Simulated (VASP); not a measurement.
# CdTe (CsCl type) (Pm-3m) in VASP: a series of runs, part 3 of 5

VASP 6.6.1. The steps go on from the part before.

## Step 4: Single point, PBEsol

This run uses another cell than the first one, of 25.34 Å³/atom, 1.111 times its volume.

File INCAR:

```
PREC     = Accurate       # precision mode
ENCUT    = 520            # plane-wave cutoff, eV
EDIFF    = 1E-6           # SCF threshold, eV
ISMEAR   = -1             # smearing method
SIGMA    = 0.05           # smearing width, eV
LREAL    = F              # projectors in reciprocal space
LASPH    = T              # aspherical terms in the spheres
NELM     = 60             # most SCF steps
ALGO     = Normal         # electronic algorithm
ISIF     = 2              # what is computed and relaxed
LWAVE    = F              # write WAVECAR
LCHARG   = F              # write CHGCAR
GGA      = PS             # functional
NBANDS   = 16             # bands
```

File KPOINTS:

```
Automatic mesh
0
Gamma
  13 13 13
```

File POSCAR:

```
CdTe
1.0
    3.7006232649      0.0000000000      0.0000000000
    0.0000000000      3.7006232649      0.0000000000
    0.0000000000      0.0000000000      3.7006232649
Cd Te
1 1
Direct
    0.0000000000      0.0000000000      0.0000000000
    0.5000000000      0.5000000000      0.5000000000
```

Potentials or basis: VASP PAW PBE potentials, release 64 (Cd, Te).

On the command line:

```bash
cat potpaw_PBE.64/Cd/POTCAR potpaw_PBE.64/Te/POTCAR > POTCAR
mpirun -np 1 vasp_std > vasp.out
```

OUTCAR:

```text
PREC = Accurate
   ENCUT = 520
   EDIFF = 1E-6
   ISMEAR = -1
   LREAL = F
   LASPH = T
   NELM = 60
   ISIF = 2
   GGA = PS

 ion  position               nearest neighbor table
   1  0.000  0.000  0.000-   2 3.20   2 3.20   2 3.20   2 3.20   2 3.20   2 3.20   2 3.20   2 3.20

   2  0.500  0.500  0.500-   1 3.20   1 3.20   1 3.20   1 3.20   1 3.20   1 3.20   1 3.20   1 3.20

  LATTYP: Found a simple cubic cell.
 ALAT       =     3.7006232649

  Lattice vectors:

 A1 = (   3.7006232649,   0.0000000000,   0.0000000000)
 A2 = (   0.0000000000,   3.7006232649,   0.0000000000)
 A3 = (   0.0000000000,   0.0000000000,   3.7006232649)

Analysis of symmetry for initial positions (statically):
=====================================================================
 Subroutine PRICEL returns:
 Original cell was already a primitive cell.

 Routine SETGRP: Setting up the symmetry group for a
 simple cubic supercell.

 Subroutine GETGRP returns: Found 48 space group operations
 (whereof 48 operations were pure point group operations)
 out of a pool of 48 trial point group operations.

The static configuration has the point symmetry O_h .

Analysis of symmetry for dynamics (positions and initial velocities):
=====================================================================
 Subroutine PRICEL returns:
 Original cell was already a primitive cell.

 Routine SETGRP: Setting up the symmetry group for a
 simple cubic supercell.

 Subroutine GETGRP returns: Found 48 space group operations
 (whereof 48 operations were pure point group operations)
 out of a pool of 48 trial point group operations.

The dynamic configuration has the point symmetry O_h .

 Subroutine INISYM returns: Found 48 space group operations
 (whereof 48 operations are pure point group operations),
 and found     1 'primitive' translations

----------------------------------------------------------------------------------------

                                     Primitive cell

  volume of cell :      50.6786

  direct lattice vectors                    reciprocal lattice vectors
     3.700623265  0.000000000  0.000000000     0.270224751  0.000000000  0.000000000
     0.000000000  3.700623265  0.000000000     0.000000000  0.270224751  0.000000000
     0.000000000  0.000000000  3.700623265     0.000000000  0.000000000  0.270224751

  length of vectors
     3.700623265  3.700623265  3.700623265     0.270224751  0.270224751  0.270224751

  position of ions in fractional coordinates (direct lattice)
     0.000000000  0.000000000  0.000000000
     0.500000000  0.500000000  0.500000000

  ion indices of the primitive-cell ions
   primitive index   ion index
                 1           1
                 2           2

----------------------------------------------------------------------------------------

 KPOINTS: Automatic mesh

Automatic generation of k-mesh.
 Grid dimensions read from file:
 generate k-points for:   13   13   13

 Generating k-lattice:

  Cartesian coordinates                     Fractional coordinates (reciprocal lattice)
     0.020786519  0.000000000  0.000000000     0.076923077  0.000000000  0.000000000
     0.000000000  0.020786519  0.000000000     0.000000000  0.076923077  0.000000000
     0.000000000  0.000000000  0.020786519     0.000000000  0.000000000  0.076923077

  Length of vectors
     0.020786519  0.020786519  0.020786519

  Shift w.r.t. Gamma in fractional coordinates (k-lattice)
     0.000000000  0.000000000  0.000000000

 Subroutine IBZKPT returns following result:
 ===========================================

 Found     84 irreducible k-points:

 Following reciprocal coordinates:
            Coordinates               Weight
  0.000000  0.000000  0.000000      1.000000
  0.076923  0.000000  0.000000      6.000000
  0.153846  0.000000  0.000000      6.000000
  0.230769  0.000000  0.000000      6.000000
  0.307692  0.000000  0.000000      6.000000
  0.384615  0.000000  0.000000      6.000000
[... 16 lines left out ...]
  0.307692  0.307692  0.000000     12.000000
  0.384615  0.307692  0.000000     24.000000
 [... further k-points ...]
   k-points           NKPTS =     84   k-points in BZ     NKDIM =     84   number of bands    NBANDS=     16
   number of dos      NEDOS =    301   number of ions     NIONS =      2
   total plane-waves  NPLWV =  21952
   dimension x,y,z NGX =    28 NGY =   28 NGZ =   28
   dimension x,y,z NGXF=    56 NGYF=   56 NGZF=   56
   ions per type =               1   1
   NGX,Y,Z   is equivalent  to a cutoff of  12.58, 12.58, 12.58 a.u.
   NGXF,Y,Z  is equivalent  to a cutoff of  25.16, 25.16, 25.16 a.u.
 SYSTEM =  unknown system
   PREC   = accura    normal or accurate (medium, high low for compatibility)
   ISTART =      0    job   : 0-new  1-cont  2-samecut
   ICHARG =      2    charge: 1-file 2-atom 10-const
   ISPIN  =      1    spin polarized calculation?
   LNONCOLLINEAR =      F non collinear calculations
   LSORBIT =      F    spin-orbit coupling
   LASPH  =      T    aspherical Exc in radial PAW
   ENCUT  =  520.0 eV  38.22 Ry    6.18 a.u.   6.88  6.88  6.88*2*pi/ulx,y,z
   NELM   =     60;   NELMIN=  2; NELMDL= -5     # of ELM steps
   EDIFF  = 0.1E-05   stopping-criterion for ELM
   LREAL  =      F    real-space projection
   EDIFFG = 0.1E-04   stopping-criterion for IOM
   NSW    =      0    number of steps for IOM
   IBRION =     -1    ionic relax: 0-MD 1-quasi-New 2-CG
   NFREE  =      0    steps in history (QN), initial steepest desc. (CG)
   ISIF   =      2    stress and relaxation
   ISYM   =      2    0-nonsym 1-usesym 2-fastsym
   POTIM  = 0.5000    time-step for ionic-motion
   TEBEG  =    0.0;   TEEND  =   0.0 temperature during run
   PSTRESS=    0.0 pullay stress
   NELECT =      18.0000    total number of electrons
   NUPDOWN=      -1.0000    fix difference up-down
   EMIN   =  10.00;   EMAX   =-10.00  energy-range for DOS
   EFERMI =   0.00;   METHOD = LEGACY
   ISMEAR =    -1;   SIGMA  =   0.05  broadening in eV -4-tet -1-fermi 0-gaus
   EFERMI_NEDOS =   21; number of points for ismear=-14 and -15
   IALGO  =     38    algorithm
   IMIX   =      4    mixing-type and parameters
     AMIX     =   0.40;   BMIX     =  1.00
     AMIX_MAG =   1.60;   BMIX_MAG =  1.00
  volume/ion in A,a.u.               =      25.34       171.00
  Fermi-wavevector in a.u.,A,eV,Ry     =   1.159376  2.190902 18.288293  1.344152
  Thomas-Fermi vector in A             =   2.295969
   LORBIT       =      0    0 simple, 1 ext, 2 COOP (PROOUT), +10 PAW based schemes
   GGA     = PS    functional components
   LHFCALC =     F    Hartree Fock is set to
   AEXX    =    0.0000 exact exchange contribution
   IVDW    =     0    specifies the selected vdW correction
   LEPSILON=     F    determine dielectric tensor
   LRPA    =     F    only Hartree local field effects (RPA)
 non-spin polarized calculation
  energy-cutoff  :      520.00
  volume of cell :       50.68
 maximum number of plane-waves:      1379
 NGX is ok and might be reduce to    28
   NGX = 13   NGY = 13   NGZ = 13

 number of electron      18.0000009 magnetization

 Free energy of the ion-electron system (eV)
  ---------------------------------------------------
  ext. energy  EPLUGINS =         0.00000000
  ---------------------------------------------------
  free energy    TOTEN  =        -4.56707376 eV

  energy without entropy =       -4.55585373  energy(sigma->0) =       -4.56146375

 E-fermi :   5.2898     XC(G=0): -10.5506

 val. band max:        5.2892754393   @ k =   0.3077   0.1538   0.0000
 cond. band min:       5.3087272239   @ k =   0.4615   0.3077   0.2308
 fundamental gap:      0.0194517846
 Fermi energy:         5.2898456764

 k-point     1 :       0.0000    0.0000    0.0000
  band No.  band energies     occupation
      1      -7.3460      2.00000
      2      -3.3071      2.00000
      3      -3.3071      2.00000
      4      -2.9901      2.00000
      5      -2.9901      2.00000
      6      -2.9901      2.00000
[... 8 lines left out ...]
     15      15.1589      0.00000
     16      18.3895      0.00000
[... 419 lines left out ...]
 k-point    24 :       0.3846    0.3077    0.0000
  band No.  band energies     occupation
      1      -6.0173      2.00000
      2      -3.2131      2.00000
      3      -3.1042      2.00000
      4      -3.0615      2.00000
      5      -2.9866      2.00000
      6      -2.9232      2.00000
[... 8 lines left out ...]
     15      15.1308      0.00000
     16      16.7291      0.00000

 [... further k-points ...]

------------------------ aborting loop because EDIFF is reached ----------------------------------------

  FORCE on cell =-STRESS in cart. coord.  units (eV):
  Direction    XX          YY          ZZ          XY          YZ          ZX
  --------------------------------------------------------------------------------------
  -------------------------------------------------------------------------------------
  Total        0.0704234      0.0704234      0.0704234     -0.0000000     -0.0000000      0.0000000
  in kB        2.2263990      2.2263990      2.2263990     -0.0000000     -0.0000000      0.0000000
  external PRESSURE =       2.2263990 kB  Pullay stress =       0.0000000 kB

 VOLUME and BASIS-vectors are now :
 -----------------------------------------------------------------------------
  energy-cutoff  :      520.00
  volume of cell :       50.68
      direct lattice vectors                 reciprocal lattice vectors
     3.700623265  0.000000000  0.000000000     0.270224751  0.000000000  0.000000000
     0.000000000  3.700623265  0.000000000     0.000000000  0.270224751  0.000000000
     0.000000000  0.000000000  3.700623265     0.000000000  0.000000000  0.270224751

 POSITION                                       TOTAL-FORCE (eV/Angst)
 -----------------------------------------------------------------------------------
      0.00000      0.00000      0.00000         0.000000      0.000000      0.000000
      1.85031      1.85031      1.85031         0.000000      0.000000      0.000000
 -----------------------------------------------------------------------------------
    total drift:                               -0.000000      0.000000     -0.000000

  FREE ENERGIE OF THE ION-ELECTRON SYSTEM (eV)
  ---------------------------------------------------
  free  energy   TOTEN  =        -4.5670737562 eV

  energy  without entropy=       -4.5558537341  energy(sigma->0) =       -4.56146375
```

Run time: 17 s. Hardware: 1 thread of Intel Xeon 6975P-C (Granite Rapids), shared host; peak memory 0.2 GiB.

Results:

- Free energy: -4.5671 eV
- Pressure: 0.2 GPa
- Band gap on the k mesh: zero (band 9 reaches 5.85 eV, above the bottom of band 10 at 4.29 eV)

Levels at points of the mesh, in eV from the Fermi level:
```csv
k point,band 6,band 7,band 8,band 9,band 10,band 11,band 12,band 13
"(0.00, 0.00, 0.00)",-8.28,-1.07,-1.07,-1.07,-0.99,4.83,4.83,9.87
```

Caveat: the PAW data sets were made with another functional, which shifts forces and pressure a little; spin-orbit coupling is left out, which moves the levels of the heavy elements.

(Part 3 of 5 ends here.)
